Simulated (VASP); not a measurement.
# GeSe (Pnma) in VASP: single point with LDA

Aim: the single point of GeSe with LDA.

All numbers are computed with VASP 6.6.1; they aren't measurements. Logs are shortened: lines on timing, memory, paths and dates and some standing lists are left out, and cuts for length are marked.

## Step 1: The cell of the first run

It takes space group Pnma (No. 62, orthorhombic). The conventional cell has a = 11.256 Å, b = 3.787 Å, c = 4.664 Å, α = 90.00°, β = 90.00°, γ = 90.00°. Ge (site symmetry m) has 6 Se at 2.56 to 3.65 Å and 4 Ge at 3.64 to 3.79 Å within 3.8 Å. Se (site symmetry m) has 6 Ge at 2.56 to 3.65 Å and 8 Se at 3.74 to 3.89 Å within 3.9 Å.

## Step 2: Single point, LDA

The input, INCAR:

```
SYSTEM = GeSe
PREC = Accurate
ENCUT = 500
EDIFF = 1E-6
ISMEAR = 0
SIGMA = 0.1
LREAL = .False.
LASPH = .True.
NELM = 120
ALGO = Normal
ISIF = 2
LWAVE = .False.
LCHARG = .False.
GGA = CA
NBANDS = 50
GGA_COMPAT = .False.
```

The input, KPOINTS:

```
Automatic mesh
0
Gamma
  2 6 4
  0 0 0
```

The input, POSCAR:

```
GeSe
1.0
   11.2560349400      0.0000000000      0.0000000000
    0.0000000000      3.7871878600      0.0000000000
    0.0000000000      0.0000000000      4.6643635200
Ge Se
4 4
Direct
    0.1290986400      0.2500000000      0.1190017300
    0.8709013600      0.7500000000      0.8809982700
    0.3709013600      0.7500000000      0.6190017300
    0.6290986400      0.2500000000      0.3809982700
    0.8492791900      0.2500000000      0.5154685600
    0.1507208100      0.7500000000      0.4845314400
    0.6507208100      0.7500000000      0.0154685600
    0.3492791900      0.2500000000      0.9845314400
```

Potentials or basis: VASP PAW LDA potentials, release 64 (Ge_d, Se).

On the command line:

```console
$ cat potpaw_LDA.64/Ge_d/POTCAR potpaw_LDA.64/Se/POTCAR > POTCAR
$ mpirun -np 1 vasp_std > vasp.out
```

OUTCAR:

```text
SYSTEM = GeSe
   PREC = Accurate
   ENCUT = 500
   EDIFF = 1E-6
   ISMEAR = 0
   LREAL = .False.
   LASPH = .True.
   NELM = 120
   ISIF = 2
   GGA = CA

 ion  position               nearest neighbor table
   1  0.129  0.250  0.119-   8 2.56   6 2.56   6 2.56
   2  0.871  0.750  0.881-   7 2.56   5 2.56   5 2.56
   3  0.371  0.750  0.619-   6 2.56   8 2.56   8 2.56
   4  0.629  0.250  0.381-   5 2.56   7 2.56   7 2.56
   5  0.849  0.250  0.515-   4 2.56   2 2.56   2 2.56
   6  0.151  0.750  0.485-   3 2.56   1 2.56   1 2.56
   7  0.651  0.750  0.015-   2 2.56   4 2.56   4 2.56
   8  0.349  0.250  0.985-   1 2.56   3 2.56   3 2.56

  LATTYP: Found a simple orthorhombic cell.
 ALAT       =     3.7871878600
 B/A-ratio  =     1.2316166223
 C/A-ratio  =     2.9721353564

  Lattice vectors:

 A1 = (   0.0000000000,   3.7871878600,   0.0000000000)
 A2 = (   0.0000000000,   0.0000000000,   4.6643635200)
 A3 = (  11.2560349400,   0.0000000000,   0.0000000000)

Analysis of symmetry for initial positions (statically):
=====================================================================
 Subroutine PRICEL returns:
 Original cell was already a primitive cell.

 Routine SETGRP: Setting up the symmetry group for a
 simple orthorhombic supercell.

 Subroutine GETGRP returns: Found  8 space group operations
 (whereof  2 operations were pure point group operations)
 out of a pool of  8 trial point group operations.

The static configuration has the point symmetry S_2 .
 The point group associated with its full space group is D_2h.

Analysis of symmetry for dynamics (positions and initial velocities):
=====================================================================
 Subroutine PRICEL returns:
 Original cell was already a primitive cell.

 Routine SETGRP: Setting up the symmetry group for a
 simple orthorhombic supercell.

 Subroutine GETGRP returns: Found  8 space group operations
 (whereof  2 operations were pure point group operations)
 out of a pool of  8 trial point group operations.

The dynamic configuration has the point symmetry S_2 .
 The point group associated with its full space group is D_2h.

 Subroutine INISYM returns: Found  8 space group operations
 (whereof  2 operations are pure point group operations),
 and found     1 'primitive' translations

----------------------------------------------------------------------------------------

                                     Primitive cell

  volume of cell :     198.8358

  direct lattice vectors                    reciprocal lattice vectors
    11.256034940  0.000000000  0.000000000     0.088841231  0.000000000  0.000000000
     0.000000000  3.787187860  0.000000000     0.000000000  0.264048164  0.000000000
     0.000000000  0.000000000  4.664363520     0.000000000  0.000000000  0.214391523

  length of vectors
    11.256034940  3.787187860  4.664363520     0.088841231  0.264048164  0.214391523

  position of ions in fractional coordinates (direct lattice)
     0.129098640  0.250000000  0.119001730
     0.870901360  0.750000000  0.880998270
     0.370901360  0.750000000  0.619001730
     0.629098640  0.250000000  0.380998270
     0.849279190  0.250000000  0.515468560
     0.150720810  0.750000000  0.484531440
     0.650720810  0.750000000  0.015468560
     0.349279190  0.250000000  0.984531440

  ion indices of the primitive-cell ions
   primitive index   ion index
                 1           1
                 2           2
                 3           3
                 4           4
                 5           5
                 6           6
                 7           7
                 8           8

----------------------------------------------------------------------------------------

 KPOINTS: Automatic mesh

Automatic generation of k-mesh.
 Grid dimensions read from file:
 generate k-points for:    2    6    4

 Generating k-lattice:

  Cartesian coordinates                     Fractional coordinates (reciprocal lattice)
     0.044420615  0.000000000  0.000000000     0.500000000  0.000000000  0.000000000
     0.000000000  0.044008027  0.000000000     0.000000000  0.166666667  0.000000000
     0.000000000  0.000000000  0.053597881     0.000000000  0.000000000  0.250000000

  Length of vectors
     0.044420615  0.044008027  0.053597881

  Shift w.r.t. Gamma in fractional coordinates (k-lattice)
     0.000000000  0.000000000  0.000000000

 Subroutine IBZKPT returns following result:
 ===========================================

 Found     24 irreducible k-points:

 Following reciprocal coordinates:
            Coordinates               Weight
  0.000000  0.000000  0.000000      1.000000
  0.500000  0.000000  0.000000      1.000000
  0.000000  0.166667  0.000000      2.000000
  0.500000  0.166667  0.000000      2.000000
  0.000000  0.333333  0.000000      2.000000
  0.500000  0.333333  0.000000      2.000000
[... 16 lines left out ...]
  0.000000  0.500000  0.500000      1.000000
  0.500000  0.500000  0.500000      1.000000
   k-points           NKPTS =     24   k-points in BZ     NKDIM =     24   number of bands    NBANDS=     50
   number of dos      NEDOS =    301   number of ions     NIONS =      8
   total plane-waves  NPLWV =  84672
   dimension x,y,z NGX =    84 NGY =   28 NGZ =   36
   dimension x,y,z NGXF=   168 NGYF=   56 NGZF=   72
   ions per type =               4   4
   NGX,Y,Z   is equivalent  to a cutoff of  12.41, 12.29, 12.83 a.u.
   NGXF,Y,Z  is equivalent  to a cutoff of  24.81, 24.58, 25.66 a.u.
 SYSTEM =  GeSe
   PREC   = accura    normal or accurate (medium, high low for compatibility)
   ISTART =      0    job   : 0-new  1-cont  2-samecut
   ICHARG =      2    charge: 1-file 2-atom 10-const
   ISPIN  =      1    spin polarized calculation?
   LNONCOLLINEAR =      F non collinear calculations
   LSORBIT =      F    spin-orbit coupling
   LASPH  =      T    aspherical Exc in radial PAW
   ENCUT  =  500.0 eV  36.75 Ry    6.06 a.u.  20.52  6.90  8.50*2*pi/ulx,y,z
   NELM   =    120;   NELMIN=  2; NELMDL= -5     # of ELM steps
   EDIFF  = 0.1E-05   stopping-criterion for ELM
   LREAL  =      F    real-space projection
   EDIFFG = 0.1E-04   stopping-criterion for IOM
   NSW    =      0    number of steps for IOM
   IBRION =     -1    ionic relax: 0-MD 1-quasi-New 2-CG
   NFREE  =      0    steps in history (QN), initial steepest desc. (CG)
   ISIF   =      2    stress and relaxation
   ISYM   =      2    0-nonsym 1-usesym 2-fastsym
   POTIM  = 0.5000    time-step for ionic-motion
   TEBEG  =    0.0;   TEEND  =   0.0 temperature during run
   PSTRESS=    0.0 pullay stress
   NELECT =      80.0000    total number of electrons
   NUPDOWN=      -1.0000    fix difference up-down
   EMIN   =  10.00;   EMAX   =-10.00  energy-range for DOS
   EFERMI =   0.00;   METHOD = LEGACY
   ISMEAR =     0;   SIGMA  =   0.10  broadening in eV -4-tet -1-fermi 0-gaus
   EFERMI_NEDOS =   21; number of points for ismear=-14 and -15
   IALGO  =     38    algorithm
   IMIX   =      4    mixing-type and parameters
     AMIX     =   0.40;   BMIX     =  1.00
     AMIX_MAG =   1.60;   BMIX_MAG =  1.00
  volume/ion in A,a.u.               =      24.85       167.73
  Fermi-wavevector in a.u.,A,eV,Ry     =   1.208574  2.283874 19.873367  1.460651
  Thomas-Fermi vector in A             =   2.344178
   LORBIT       =      0    0 simple, 1 ext, 2 COOP (PROOUT), +10 PAW based schemes
   GGA     = CA    functional components
   LHFCALC =     F    Hartree Fock is set to
   AEXX    =    0.0000 exact exchange contribution
   IVDW    =     0    specifies the selected vdW correction
   LEPSILON=     F    determine dielectric tensor
   LRPA    =     F    only Hartree local field effects (RPA)
 non-spin polarized calculation
 Gauss-broadening in eV      SIGMA  =   0.10
  energy-cutoff  :      500.00
  volume of cell :      198.84
 maximum number of plane-waves:      5088
 NGX is ok and might be reduce to    84
   NGX = 41   NGY = 13   NGZ = 17

 number of electron      79.9999959 magnetization

 Free energy of the ion-electron system (eV)
  ---------------------------------------------------
  ext. energy  EPLUGINS =         0.00000000
  ---------------------------------------------------
  free energy    TOTEN  =       -38.78975020 eV

  energy without entropy =      -38.78975020  energy(sigma->0) =      -38.78975020

 E-fermi :   3.9357     XC(G=0):  -9.8165

 val. band max:        3.5440982660   @ k =   0.0000   0.0000   0.0000
 cond. band min:       4.3270773303   @ k =   0.0000   0.0000   0.0000
 fundamental gap:      0.7829790643
 Fermi energy:         3.9356997032

 k-point     1 :       0.0000    0.0000    0.0000
  band No.  band energies     occupation
      1     -21.1088      2.00000
      2     -21.1073      2.00000
      3     -21.1040      2.00000
      4     -21.1037      2.00000
      5     -21.1035      2.00000
      6     -21.1027      2.00000
[... 42 lines left out ...]
     49       8.5532      0.00000
     50       8.8587      0.00000

 k-point     2 :       0.5000    0.0000    0.0000
  band No.  band energies     occupation
      1     -21.1081      2.00000
      2     -21.1081      2.00000
      3     -21.1038      2.00000
      4     -21.1038      2.00000
      5     -21.1031      2.00000
      6     -21.1031      2.00000
[... 42 lines left out ...]
     49       8.5100      0.00000
     50       8.5110      0.00000

 k-point     3 :       0.0000    0.1667    0.0000
  band No.  band energies     occupation
      1     -21.1073      2.00000
      2     -21.1067      2.00000
      3     -21.1054      2.00000
      4     -21.1050      2.00000
      5     -21.1023      2.00000
      6     -21.1022      2.00000
[... 1102 lines left out ...]
     49       8.6249      0.00000
     50       8.6249      0.00000

 k-point    24 :       0.5000    0.5000    0.5000
  band No.  band energies     occupation
      1     -21.1101      2.00000
      2     -21.1101      2.00000
      3     -21.1101      2.00000
      4     -21.1101      2.00000
      5     -21.0967      2.00000
      6     -21.0967      2.00000
[... 42 lines left out ...]
     49       9.7279      0.00000
     50       9.7279      0.00000

------------------------ aborting loop because EDIFF is reached ----------------------------------------

  FORCE on cell =-STRESS in cart. coord.  units (eV):
  Direction    XX          YY          ZZ          XY          YZ          ZX
  --------------------------------------------------------------------------------------
  -------------------------------------------------------------------------------------
  Total       -3.3135056     -2.9962712     -3.8288041      0.0000000     -0.0000000      0.0000000
  in kB      -26.6995299    -24.1433224    -30.8516971      0.0000000     -0.0000000      0.0000000
  external PRESSURE =     -27.2315165 kB  Pullay stress =       0.0000000 kB

 VOLUME and BASIS-vectors are now :
 -----------------------------------------------------------------------------
  energy-cutoff  :      500.00
  volume of cell :      198.84
      direct lattice vectors                 reciprocal lattice vectors
    11.256034940  0.000000000  0.000000000     0.088841231  0.000000000  0.000000000
     0.000000000  3.787187860  0.000000000     0.000000000  0.264048164  0.000000000
     0.000000000  0.000000000  4.664363520     0.000000000  0.000000000  0.214391523

 POSITION                                       TOTAL-FORCE (eV/Angst)
 -----------------------------------------------------------------------------------
      1.45314      0.94680      0.55507        -0.040975     -0.000000     -0.038674
      9.80290      2.84039      4.10930         0.040975     -0.000000      0.038674
      4.17488      2.84039      2.88725         0.040975     -0.000000     -0.038674
      7.08116      0.94680      1.77711        -0.040975      0.000000      0.038674
      9.55952      0.94680      2.40433         0.030202     -0.000000     -0.056553
      1.69652      2.84039      2.26003        -0.030202      0.000000      0.056553
      7.32454      2.84039      0.07215        -0.030202     -0.000000     -0.056553
      3.93150      0.94680      4.59221         0.030202     -0.000000      0.056553
 -----------------------------------------------------------------------------------
    total drift:                                0.000000      0.000000     -0.000000

  FREE ENERGIE OF THE ION-ELECTRON SYSTEM (eV)
  ---------------------------------------------------
  free  energy   TOTEN  =       -38.7897502030 eV

  energy  without entropy=      -38.7897502025  energy(sigma->0) =      -38.78975020
```

It took 4.9 min on 1 thread of Intel Xeon 8259CL, shared host; peak memory 0.33 GiB.

What came out:

```yaml
Free_energy: -38.7898 eV
Pressure: -2.7 GPa
Largest_force: 0.064 eV/Å
Band_gap_on_the_k_mesh: 0.78 eV
```

Forces on the atoms (eV/Å):
```
Ge  -0.041  0.000 -0.039
Ge   0.041  0.000  0.039
Ge   0.041  0.000 -0.039
Ge  -0.041  0.000  0.039
Se   0.030  0.000 -0.057
Se  -0.030  0.000  0.057
Se  -0.030  0.000 -0.057
Se   0.030  0.000  0.057
```

Stress tensor (GPa, compression positive):
```
-2.67  0.00  0.00
 0.00 -2.41  0.00
 0.00  0.00 -3.09
```

A k mesh can miss the band edges.
